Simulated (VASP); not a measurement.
Runs of VASP 6.6.1 on Ag. It takes space group Fm-3m (No. 225, cubic). Conventional cell: a = 4.147 Å, b = 4.147 Å, c = 4.147 Å, α = 90.00°, β = 90.00°, γ = 90.00°. Ag (site symmetry m-3m) has 12 Ag at 2.93 Å within 3.9 Å. 

| k mesh | smearing | gap on the mesh (eV) | pressure (GPa) |
| --- | --- | --- | --- |
| 13 × 13 × 13 | gaussian 0.3 eV | none | -0.1 |
| 13 × 13 × 13 | methfessel-paxton 1 eV | none | 0.0 |
| 13 × 13 × 13 | methfessel-paxton 0.1 eV | none | -0.3 |
| 13 × 13 × 13 | fermi-dirac 0.03 eV | none | -0.2 |
| 13 × 13 × 13 | gaussian 0.03 eV | none | -0.3 |
| 13 × 13 × 13 | fermi-dirac 0.6 eV | none | (a) |
| 14 × 14 × 14 | fermi-dirac 0.1 eV | none | 0.0 |

Alike in all rows: task single point; level PBE; potentials or basis VASP PAW PBE potentials, release 64 (Ag); no spin polarisation; cell as given; cutoff (eV) 520.

Fill in the values left out.

(a) 0.9.

A k mesh can miss the band edges, and the runs leave out spin-orbit coupling on Ag.

A gap of «none» marks levels without a gap at the run's occupations.
